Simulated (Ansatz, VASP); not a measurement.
One calculation of Si, two programs

File POSCAR:

```
Si
1.0
    0.0000000000      2.7221188957      2.7221188957
    2.7221188957      0.0000000000      2.7221188957
    2.7221188957      2.7221188957      0.0000000000
Si
2
Direct
    0.0000000000      0.0000000000      0.0000000000
    0.2500000000      0.2500000000      0.2500000000
```

INCAR.step1

```
  PREC = Accurate
  ENCUT = 520
  EDIFF = 1E-5
  ISMEAR = 0
  SIGMA = 0.01
  LREAL = F
  LASPH = T
  NELM = 60
  ALGO = Normal
  ISIF = 2
  LWAVE = T
  NBANDS = 11
  GGA = PE
```

File INCAR.step2:

```
  PREC = Accurate
  ENCUT = 520
  EDIFF = 1E-7
  ISMEAR = 0
  SIGMA = 0.01
  LREAL = F
  LASPH = T
  NELM = 60
  ALGO = Normal
  ISIF = 2
  LWAVE = F
  LCHARG = T
  METAGGA = R2SCAN
  LHFCALC = T
  AEXX = 0.25
  LMIXTAU = T
  PRECFOCK = Normal
  LELF = T
  LVHAR = T
  NBANDS = 11
  ISTART = 1
```

The input KPOINTS:

```
Automatic mesh
0
Gamma
  6 6 6
```

Input for Ansatz:

```yaml
crystal:
  lattice:
    - [0.0, 2.7221188957, 2.7221188957]
    - [2.7221188957, 0.0, 2.7221188957]
    - [2.7221188957, 2.7221188957, 0.0]
  atoms:
    - { symbol: Si, position: [0.0, 0.0, 0.0] }
    - { symbol: Si, position: [0.25, 0.25, 0.25] }
kpoints:
  mp_grid: { grid: [6, 6, 6] }
  band_path:
    path:
      - [0.0, 0.0, 0.0]
      - [0.5, 0.0, 0.5]
      - [0.625, 0.25, 0.625]
      - [0.375, 0.375, 0.75]
      - [0.5, 0.5, 0.5]
      - [0.5, 0.25, 0.75]
      - [0.0, 0.419271, 0.419271]
    npoints: 1
hamiltonian:
  xc: r2scan0
scf:
  occupations: { method: fixed }
  n_extra_bands: 4
output:
  forces: true
  stress: true
  eigenvalues: true
```

Alike in both runs: task single point; functional r2SCAN0; k mesh 6 × 6 × 6; no spin polarisation.

|  | VASP | Ansatz |
| --- | --- | --- |
| version | VASP 6.6.1 | Ansatz 0.2.0 |
| potentials or method | VASP PAW PBE potentials, release 64 (Si) | plane waves, PAW |
| plane-wave cutoff (eV) | 520 | 500 |
| occupations | gaussian, width 0.01 eV | fixed |
| valence electrons in the cell | 8 | 8 |

Ansatz gave:

```
gap on the k mesh at the Fermi level (eV) : 2.03
pressure (GPa)                            : -1.0
```

Which values does VASP return?

gap on the k mesh at the Fermi level (eV): 2.08; pressure (GPa): -1.4.

VASP's potentials were made for PBE, not for r2SCAN0. Ansatz's warnings: stress exchange threshold loose, stress scf threshold loose.
